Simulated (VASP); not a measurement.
Write the native input for VASP 6.6.1 that does the following.

| Property | Result |
| --- | --- |
| Task | single point |
| Functional | PBEsol |
| Potentials or basis | VASP PAW PBE potentials, release 64 (In_d, P) |
| Cutoff | 500 eV |
| k mesh | 6 × 6 × 6 |
| Occupations | methfessel-paxton, width 0.001 eV |
| Spin | no spin polarisation |
| Dipole correction | no |
| Further INCAR settings | ALGO = Normal; EDIFF = 1e-06; NBANDS = 16 |

The structure of InP lies in POSCAR:

```
InP
1.0
    0.0000000000      2.9538133435      2.9538133435
    2.9538133435      0.0000000000      2.9538133435
    2.9538133435      2.9538133435      0.0000000000
In P
1 1
Direct
    0.0000000000      0.0000000000      0.0000000000
    0.2500000000      0.2500000000      0.2500000000
```

These files were run (other wordings do the same):

INCAR

```
PREC = Accurate ; ENCUT = 500
EDIFF = 1E-6 ; ISMEAR = 1
SIGMA = 0.001 ; LREAL = F
LASPH = T ; NELM = 120
ALGO = Normal ; ISIF = 2
LWAVE = F ; LCHARG = T
GGA = PS ; LELF = T
LVHAR = T ; NBANDS = 16
GGA_COMPAT = F
```

KPOINTS

```
regular mesh
0
Gamma
  6 6 6
```

Potentials or basis: VASP PAW PBE potentials, release 64 (In_d, P).

Launch:

```sh
$ cat potpaw_PBE.64/In_d/POTCAR potpaw_PBE.64/P/POTCAR > POTCAR
$ mpirun -np 1 vasp_std > vasp.out
```

It gave:

The pressure is -1.0 GPa and the band gap on the k mesh is 0.48 eV, direct.

Caveat: the PAW data sets were made with another functional, which shifts forces and pressure a little; spin-orbit coupling is left out, which moves the levels of the heavy elements.

Run time: 8.9 s on 1 thread of AMD EPYC 7R13 Processor (Zen 3), on a shared host, peak memory 0.14 GiB.
